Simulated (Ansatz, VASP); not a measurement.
## Two plane-wave programs on Ca

```xyz
2
Lattice="0.0000 4.1742 4.1742 4.1742 0.0000 4.1742 4.1742 4.1742 0.0000" Properties=species:S:1:pos:R:3 pbc="T T T"
Ca    1.0436    1.0436    1.0436
Ca    7.3049    7.3049    7.3049
```

Alike in both runs: task single point; functional LDA; k mesh 8 × 8 × 8; occupations fermi-dirac, width 0.1 eV; no spin polarisation.

```csv
,VASP,Ansatz
version,VASP 6.6.1,Ansatz 0.2.0
potentials or method,"VASP PAW LDA potentials, release 64 (Ca_sv), cutoff 520 eV","plane waves (420 eV) with PAW, scalar-relativistic"
valence electrons in the cell,20,20
```

|  | VASP | Ansatz | Ansatz less VASP |
| --- | --- | --- | --- |
| pressure (GPa) | -0.2 | -0.1 | +0.01 |

Ansatz warns that its potentials were made for another functional, while VASP's fit it. LDA's correlation is that of Perdew and Zunger in VASP and of Perdew and Wang (1992) in Ansatz.
